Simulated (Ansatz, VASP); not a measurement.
# HfH2: VASP beside Ansatz

```
Hf H
1.0
    -1.73900    1.73900    2.22411
     1.73900   -1.73900    2.22411
     1.73900    1.73900   -2.22411
Hf H
1 2
Direct
  0.00000 0.00000 0.00000
  0.75000 0.25000 0.50000
  0.25000 0.75000 0.50000
```

Change from the starting cell: zz strain of +2 %, PAW files.

Alike in both runs: task electric field gradients; functional LDA; k mesh 12 × 12 × 12; occupations fermi-dirac, width 0.03 eV; no spin polarisation.

|  | VASP | Ansatz |
| --- | --- | --- |
| version | VASP 6.6.1 | Ansatz 0.2.0 |
| potentials or method | VASP PAW LDA potentials, release 64 (Hf_pv, H) | PAW with Ansatz's default frozen-core files, scalar-relativistic |
| plane-wave cutoff (eV) | 520 | 420 |
| valence electrons in the cell | 12 | 28 |

VASP gave:

- pressure (GPa): -10.8
- traceless stress, the component that is largest in VASP (GPa): -0.98
- size of Vzz on the site where it differs most (V/Å²): 23.4

What did Ansatz give for the same quantities?

Pressure (GPa): -10.7; traceless stress, the component that is largest in VASP (GPa): -1.00; size of Vzz on the site where it differs most (V/Å²): 30.0.

LDA's correlation is that of Perdew and Zunger in VASP and of Perdew and Wang (1992) in Ansatz. VASP's potentials hold 12 valence electrons a cell and Ansatz's 28, so a difference there can come from the potentials and not from the codes.

Spin-orbit coupling is off throughout.
